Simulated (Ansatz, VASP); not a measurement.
Two plane-wave programs on Co2Si

```
Co Si
1.0
     5.81524    0.00000    0.00000
    -2.90762    5.03614    0.00000
     0.00000    0.00000    3.46893
Co Si
6 3
Direct
  0.25301 0.00000 0.00000
  0.74699 0.74699 0.00000
  0.00000 0.25301 0.00000
  0.59222 0.00000 0.50000
  0.40778 0.40778 0.50000
  0.00000 0.59222 0.50000
  0.66667 0.33333 0.00000
  0.33333 0.66667 0.00000
  0.00000 0.00000 0.50000
```

Alike in both runs: functional PBE; k mesh 6 × 6 × 10; occupations gaussian, width 0.1 eV; collinear spin.

Ansatz relaxed the structure, and its values are those at the end. VASP's run is a single point on that final structure, the one shown.

|  | VASP | Ansatz |
| --- | --- | --- |
| version | VASP 6.6.1 | Ansatz 0.2.0 |
| potentials or method | VASP PAW PBE potentials, release 64 (Co, Si), cutoff 520 eV | scalar-relativistic, plane waves, PAW |
| valence electrons in the cell | 66 | 114 |

Ansatz gave:

```
gap on the k mesh at the Fermi level (eV)                     : none
pressure (GPa)                                                : 0.0
rms of the force components (eV/Å)                            : 0.001
net moment per atom (μB)                                      : 0.58
size of the moment on the site where the two differ most (μB) : 1.14
```

Which values does VASP return?

gap on the k mesh at the Fermi level (eV): none; pressure (GPa): -0.2; rms of the force components (eV/Å): 0.007; net moment per atom (μB): 0.56; size of the moment on the site where the two differ most (μB): 1.11.

Site moments also hang on the region over which each program counts them. A gap of «none» marks a metal or a gap that the smearing closes. VASP's potentials hold 66 valence electrons a cell and Ansatz's 114, so a difference there can come from the potentials and not from the codes.
